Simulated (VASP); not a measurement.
# Ni (P6_3/mmc) in VASP: single point with PBEsol

Aim: the single point of Ni with PBEsol.

All numbers are computed with VASP 6.6.1; they aren't measurements. Logs are shortened: lines on timing, memory, paths and dates and some standing lists are left out, and cuts for length are marked.

### Step 1. The cell of the first run

The structure is hexagonal, space group P6_3/mmc (No. 194). Conventional cell: a = 2.445 Å, b = 2.445 Å, c = 4.021 Å, α = 90.00°, β = 90.00°, γ = 120.00°. Ni (site symmetry -6m2) has 12 Ni at 2.44 to 2.46 Å within 3.2 Å.

This isn't the form of Ni at room conditions, which is fcc.

### Step 2. Single point, PBEsol, collinear spin, ferromagnetic start

INCAR

```
SYSTEM = Ni
PREC = Accurate ; ENCUT = 520
EDIFF = 1E-6 ; ISMEAR = 0
SIGMA = 0.1 ; LREAL = .False.
LASPH = .True. ; NELM = 150
ALGO = Normal ; ISIF = 2
LWAVE = .False. ; LCHARG = .False.
ISPIN = 2 ; MAGMOM = 0.81 0.81
LORBIT = 11 ; LMAXMIX = 4
GGA = PS ; NBANDS = 21
```

KPOINTS

```
regular mesh
0
Gamma
  18 18 10
  0 0 0
```

POSCAR

```
Ni
1.0
    2.4446813364      0.0000000000      0.0000000000
   -1.2223406682      2.1171561415      0.0000000000
    0.0000000000      0.0000000000      4.0209766958
Ni
2
Direct
    0.0000000000      0.0000000000      0.0000000000
    0.3333333333      0.6666666667      0.5000000000
```

Potentials or basis: VASP PAW PBE potentials, release 64 (Ni).

Run with:

```console
$ cat potpaw_PBE.64/Ni/POTCAR > POTCAR
$ mpirun -np 1 vasp_std > vasp.out
```

OUTCAR:

```text
SYSTEM = Ni
   PREC = Accurate
   ENCUT = 520
   EDIFF = 1E-6
   ISMEAR = 0
   LREAL = .False.
   LASPH = .True.
   NELM = 150
   ISIF = 2
   ISPIN = 2
   LORBIT = 11
   GGA = PS

 ion  position               nearest neighbor table
   1  0.000  0.000  0.000-   2 2.46   2 2.46   2 2.46   2 2.46   2 2.46   2 2.46
   2  0.333  0.667  0.500-   1 2.46   1 2.46   1 2.46   1 2.46   1 2.46   1 2.46

  LATTYP: Found a hexagonal cell.
 ALAT       =     2.4446813364
 C/A-ratio  =     1.6447856152

  Lattice vectors:

 A1 = (   2.4446813364,   0.0000000000,   0.0000000000)
 A2 = (  -1.2223406682,   2.1171561415,   0.0000000000)
 A3 = (   0.0000000000,   0.0000000000,   4.0209766958)

Analysis of symmetry for initial positions (statically):
=====================================================================
 Subroutine PRICEL returns:
 Original cell was already a primitive cell.

 Routine SETGRP: Setting up the symmetry group for a
 hexagonal supercell.

 Subroutine GETGRP returns: Found 24 space group operations
 (whereof 12 operations were pure point group operations)
 out of a pool of 24 trial point group operations.

The static configuration has the point symmetry D_3h.
 The point group associated with its full space group is D_6h.

Analysis of symmetry for dynamics (positions and initial velocities):
=====================================================================
 Subroutine PRICEL returns:
 Original cell was already a primitive cell.

 Routine SETGRP: Setting up the symmetry group for a
 hexagonal supercell.

 Subroutine GETGRP returns: Found 24 space group operations
 (whereof 12 operations were pure point group operations)
 out of a pool of 24 trial point group operations.

The dynamic configuration has the point symmetry D_3h.
 The point group associated with its full space group is D_6h.

Analysis of structural, dynamic, and magnetic symmetry:
=====================================================================
 Subroutine PRICEL returns:
 Original cell was already a primitive cell.

 Routine SETGRP: Setting up the symmetry group for a
 hexagonal supercell.

 Subroutine GETGRP returns: Found 24 space group operations
 (whereof 12 operations were pure point group operations)
 out of a pool of 24 trial point group operations.

The overall configuration has the point symmetry D_3h.
 The point group associated with its full space group is D_6h.

 Subroutine INISYM returns: Found 24 space group operations
 (whereof 12 operations are pure point group operations),
 and found     1 'primitive' translations

----------------------------------------------------------------------------------------

                                     Primitive cell

  volume of cell :      20.8117

  direct lattice vectors                    reciprocal lattice vectors
     2.444681336  0.000000000  0.000000000     0.409051268  0.236165860  0.000000000
    -1.222340668  2.117156142  0.000000000     0.000000000  0.472331719  0.000000000
     0.000000000  0.000000000  4.020976696     0.000000000  0.000000000  0.248695796

  length of vectors
     2.444681336  2.444681336  4.020976696     0.472331719  0.472331719  0.248695796

  position of ions in fractional coordinates (direct lattice)
     0.000000000  0.000000000  0.000000000
     0.333333333  0.666666667  0.500000000

  ion indices of the primitive-cell ions
   primitive index   ion index
                 1           1
                 2           2

----------------------------------------------------------------------------------------

 KPOINTS: regular mesh

Automatic generation of k-mesh.
 Grid dimensions read from file:
 generate k-points for:   18   18   10

 Generating k-lattice:

  Cartesian coordinates                     Fractional coordinates (reciprocal lattice)
     0.022725070  0.013120326  0.000000000     0.055555556 -0.000000000  0.000000000
     0.000000000  0.026240651  0.000000000     0.000000000  0.055555556  0.000000000
     0.000000000  0.000000000  0.024869580     0.000000000  0.000000000  0.100000000

  Length of vectors
     0.026240651  0.026240651  0.024869580

  Shift w.r.t. Gamma in fractional coordinates (k-lattice)
     0.000000000  0.000000000  0.000000000

 Subroutine IBZKPT returns following result:
 ===========================================

 Found    222 irreducible k-points:

 Following reciprocal coordinates:
            Coordinates               Weight
  0.000000  0.000000  0.000000      1.000000
  0.055556  0.000000  0.000000      6.000000
  0.111111  0.000000  0.000000      6.000000
  0.166667 -0.000000  0.000000      6.000000
  0.222222 -0.000000  0.000000      6.000000
  0.277778  0.000000  0.000000      6.000000
[... 16 lines left out ...]
  0.333333  0.111111  0.000000     12.000000
  0.388889  0.111111  0.000000     12.000000
 [... further k-points ...]
   k-points           NKPTS =    222   k-points in BZ     NKDIM =    222   number of bands    NBANDS=     21
   number of dos      NEDOS =    301   number of ions     NIONS =      2
   total plane-waves  NPLWV =   9720
   dimension x,y,z NGX =    18 NGY =   18 NGZ =   30
   dimension x,y,z NGXF=    36 NGYF=   36 NGZF=   60
   ions per type =               2
   NGX,Y,Z   is equivalent  to a cutoff of  12.24, 12.24, 12.40 a.u.
   NGXF,Y,Z  is equivalent  to a cutoff of  24.48, 24.48, 24.81 a.u.
 SYSTEM =  Ni
   PREC   = accura    normal or accurate (medium, high low for compatibility)
   ISTART =      0    job   : 0-new  1-cont  2-samecut
   ICHARG =      2    charge: 1-file 2-atom 10-const
   ISPIN  =      2    spin polarized calculation?
   LNONCOLLINEAR =      F non collinear calculations
   LSORBIT =      F    spin-orbit coupling
   LASPH  =      T    aspherical Exc in radial PAW
   ENCUT  =  520.0 eV  38.22 Ry    6.18 a.u.   4.55  4.55  7.48*2*pi/ulx,y,z
   NELM   =    150;   NELMIN=  2; NELMDL= -5     # of ELM steps
   EDIFF  = 0.1E-05   stopping-criterion for ELM
   LREAL  =      F    real-space projection
   EDIFFG = 0.1E-04   stopping-criterion for IOM
   NSW    =      0    number of steps for IOM
   IBRION =     -1    ionic relax: 0-MD 1-quasi-New 2-CG
   NFREE  =      0    steps in history (QN), initial steepest desc. (CG)
   ISIF   =      2    stress and relaxation
   ISYM   =      2    0-nonsym 1-usesym 2-fastsym
   POTIM  = 0.5000    time-step for ionic-motion
   TEBEG  =    0.0;   TEEND  =   0.0 temperature during run
   PSTRESS=    0.0 pullay stress
   NELECT =      20.0000    total number of electrons
   NUPDOWN=      -1.0000    fix difference up-down
   EMIN   =  10.00;   EMAX   =-10.00  energy-range for DOS
   EFERMI =   0.00;   METHOD = LEGACY
   ISMEAR =     0;   SIGMA  =   0.10  broadening in eV -4-tet -1-fermi 0-gaus
   EFERMI_NEDOS =   21; number of points for ismear=-14 and -15
   IALGO  =     38    algorithm
   IMIX   =      4    mixing-type and parameters
     AMIX     =   0.40;   BMIX     =  1.00
     AMIX_MAG =   1.60;   BMIX_MAG =  1.00
  volume/ion in A,a.u.               =      10.41        70.22
  Fermi-wavevector in a.u.,A,eV,Ry     =   1.615533  3.052915 35.510499  2.609948
  Thomas-Fermi vector in A             =   2.710266
   LORBIT       =     11    0 simple, 1 ext, 2 COOP (PROOUT), +10 PAW based schemes
   GGA     = PS    functional components
   LHFCALC =     F    Hartree Fock is set to
   AEXX    =    0.0000 exact exchange contribution
   IVDW    =     0    specifies the selected vdW correction
   LEPSILON=     F    determine dielectric tensor
   LRPA    =     F    only Hartree local field effects (RPA)
 spin polarized calculation
 Gauss-broadening in eV      SIGMA  =   0.10
  energy-cutoff  :      520.00
  volume of cell :       20.81
 maximum number of plane-waves:       578
   NGX =  9   NGY =  9   NGZ = 15

 number of electron      19.9999984 magnetization       1.2133688

 Free energy of the ion-electron system (eV)
  ---------------------------------------------------
  ext. energy  EPLUGINS =         0.00000000
  ---------------------------------------------------
  free energy    TOTEN  =       -12.22905186 eV

  energy without entropy =      -12.20795397  energy(sigma->0) =      -12.21850292

 E-fermi :   9.8575     XC(G=0): -13.7002

 val. band max:        9.8571474692   @ k =   0.1111   0.0556   0.2000
 cond. band min:       9.8592287549   @ k =   0.0556   0.0000   0.0000
 fundamental gap:      0.0020812858
 Fermi energy:         9.8575129919

 spin component 1

 k-point     1 :       0.0000    0.0000    0.0000
  band No.  band energies     occupation
      1       0.4563      1.00000
      2       4.7455      1.00000
      3       7.3011      1.00000
      4       7.4131      1.00000
      5       7.4131      1.00000
      6       7.6977      1.00000
[... 13 lines left out ...]
     20      36.5632      0.00000
     21      41.1742      0.00000
[... 529 lines left out ...]
 k-point    24 :       0.3889    0.1111    0.0000
  band No.  band energies     occupation
      1       5.1861      1.00000
      2       5.4964      1.00000
      3       5.6567      1.00000
      4       6.9365      1.00000
      5       7.2708      1.00000
      6       7.4598      1.00000
[... 13 lines left out ...]
     20      35.3445      0.00000
     21      40.7778      0.00000

 [... further k-points ...]

 spin component 2

 k-point     1 :       0.0000    0.0000    0.0000
  band No.  band energies     occupation
      1       0.4482      1.00000
      2       5.1231      1.00000
      3       7.9591      1.00000
      4       8.0516      1.00000
      5       8.0516      1.00000
      6       8.3545      1.00000
[... 13 lines left out ...]
     20      36.6599      0.00000
     21      41.2634      0.00000
[... 529 lines left out ...]
 k-point    24 :       0.3889    0.1111    0.0000
  band No.  band energies     occupation
      1       5.4848      1.00000
      2       5.9844      1.00000
      3       6.1207      1.00000
      4       7.2816      1.00000
      5       7.8606      1.00000
      6       8.0296      1.00000
[... 13 lines left out ...]
     20      35.4636      0.00000
     21      40.7767      0.00000

 [... further k-points ...]

------------------------ aborting loop because EDIFF is reached ----------------------------------------

  FORCE on cell =-STRESS in cart. coord.  units (eV):
  Direction    XX          YY          ZZ          XY          YZ          ZX
  --------------------------------------------------------------------------------------
  -------------------------------------------------------------------------------------
  Total       -0.0124706     -0.0124706     -0.0141001      0.0000000      0.0000000      0.0000000
  in kB       -0.9600468     -0.9600468     -1.0854892      0.0000000      0.0000000      0.0000000
  external PRESSURE =      -1.0018609 kB  Pullay stress =       0.0000000 kB

 VOLUME and BASIS-vectors are now :
 -----------------------------------------------------------------------------
  energy-cutoff  :      520.00
  volume of cell :       20.81
      direct lattice vectors                 reciprocal lattice vectors
     2.444681336  0.000000000  0.000000000     0.409051268  0.236165860  0.000000000
    -1.222340668  2.117156142  0.000000000     0.000000000  0.472331719  0.000000000
     0.000000000  0.000000000  4.020976696     0.000000000  0.000000000  0.248695796

 POSITION                                       TOTAL-FORCE (eV/Angst)
 -----------------------------------------------------------------------------------
      0.00000      0.00000      0.00000         0.000000     -0.000000      0.000000
     -0.00000      1.41144      2.01049        -0.000000      0.000000      0.000000
 -----------------------------------------------------------------------------------
    total drift:                               -0.000000      0.000000     -0.000000

  FREE ENERGIE OF THE ION-ELECTRON SYSTEM (eV)
  ---------------------------------------------------
  free  energy   TOTEN  =       -12.2290518593 eV

  energy  without entropy=      -12.2079539731  energy(sigma->0) =      -12.21850292

 total charge

# of ion       s       p       d       tot
------------------------------------------
    1        0.519   0.543   8.336   9.398
    2        0.519   0.543   8.336   9.398
--------------------------------------------------
tot          1.037   1.085  16.673  18.795

 magnetization (x)

# of ion       s       p       d       tot
------------------------------------------
    1       -0.005  -0.024   0.642   0.613
    2       -0.005  -0.024   0.642   0.613
--------------------------------------------------
tot         -0.010  -0.048   1.284   1.225
```

Run time: 3.4 min. Hardware: 1 thread of Intel Xeon Platinum 8375C at 2.90GHz (Ice Lake), shared host; peak memory 0.24 GiB.

What came out:

- Free energy: -12.2291 eV
- Pressure: -0.1 GPa
- Net moment: 1.21 μB per cell
- Site moments: Ni +0.61 μB
- Valence electrons inside the program's atomic spheres: Ni 9.40

Levels at points of the mesh, in eV from the Fermi level:
Spin up:
```csv
k point,band 9,band 10,band 11,band 12,band 13,band 14
"(0.00, 0.00, 0.00)",-1.71,-0.71,-0.71,-0.53,5.86,23.00
"(0.50, 0.00, 0.00)",-0.52,-0.45,1.21,3.18,9.53,10.13
"(0.00, 0.00, 0.50)",-1.01,-1.01,-1.01,-1.01,14.64,14.64
"(0.50, 0.00, 0.50)",-0.51,-0.51,1.42,1.42,7.09,7.09
```
Spin down:
| k point | band 5 | band 6 | band 7 | band 8 | band 9 | band 10 | band 11 | band 12 | band 13 | band 14 |
| --- | --- | --- | --- | --- | --- | --- | --- | --- | --- | --- |
| (0.00, 0.00, 0.00) | -1.81 | -1.50 | -1.50 | -1.05 | -1.05 | -0.55 | -0.01 | -0.01 | 6.25 | 22.91 |
| (0.50, 0.00, 0.00) | -1.89 | -1.86 | -1.50 | 0.15 | 0.19 | 0.28 | 1.68 | 3.55 | 9.67 | 10.26 |
| (0.00, 0.00, 0.50) | -1.85 | -1.85 | -1.85 | -1.85 | -0.32 | -0.32 | -0.32 | -0.32 | 14.79 | 14.79 |
| (0.50, 0.00, 0.50) | -0.97 | -0.97 | -0.45 | -0.45 | 0.23 | 0.23 | 1.61 | 1.61 | 7.42 | 7.42 |

Caveat: the PAW data sets were made with another functional, which shifts forces and pressure a little.
